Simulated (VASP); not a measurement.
Set up this calculation in VASP 6.6.1, as the native input.

| Quantity | Value |
| --- | --- |
| Task | single point |
| Functional | LDA |
| Potentials or basis | VASP PAW LDA potentials, release 64 (Ti_sv, P, O) |
| Cutoff | 520 eV |
| k mesh | 8 × 8 × 3 |
| Occupations | methfessel-paxton, width 0.1 eV |
| Spin | no spin polarisation |
| Dipole correction | no |
| Further INCAR settings | ALGO = Normal; EDIFF = 1e-06; NBANDS = 36 |

The structure of Ti3PO2 lies in POSCAR:

```
Ti3PO2
1.0
    3.1186300969      0.0000000000      0.0000000000
   -1.5593150534      2.7008128878      0.0000000000
    0.0000000000      0.0000000000      7.8868147086
Ti P O
3 1 2
Direct
    0.3333333333      0.6666666667      0.7067560000
    0.6666666667      0.3333333333      0.2932440000
    0.0000000000      0.0000000000      0.0000000000
    0.0000000000      0.0000000000      0.5000000000
    0.3333333333      0.6666666667      0.1422570000
    0.6666666667      0.3333333333      0.8577430000
```

These files were run (other wordings do the same):

INCAR

```
SYSTEM = Ti3PO2
ALGO = Normal
EDIFF = 1E-6
ENCUT = 520
GGA = CA
ISIF = 2
ISMEAR = 1
LASPH = .TRUE.
LCHARG = .TRUE.
LELF = .TRUE.
LREAL = .FALSE.
LVHAR = .TRUE.
LWAVE = .FALSE.
NBANDS = 36
NELM = 80
PREC = Accurate
SIGMA = 0.1
```

KPOINTS

```
k-points
0
G
  8 8 3
  0 0 0
```

Potentials or basis: VASP PAW LDA potentials, release 64 (Ti_sv, P, O).

Run with:

```bash
$ cat potpaw_LDA.64/Ti_sv/POTCAR potpaw_LDA.64/P/POTCAR potpaw_LDA.64/O/POTCAR > POTCAR
$ mpirun -np 1 vasp_std > vasp.out
```

It gave:

The pressure is -3.2 GPa and the largest force is 0.344 eV/Å. The band gap on the k mesh is zero (an odd number of electrons rules out a gap without spin polarisation).

Caveat: the cell stands under tension; an odd number of electrons without spin polarisation forces a metal; a magnetic or distorted state may lie lower.

Wall time 110 s on 1 thread of Intel(R) Xeon(R) Platinum 8375C CPU @ 2.90GHz (Ice Lake), on a shared host, peak memory 0.18 GiB.
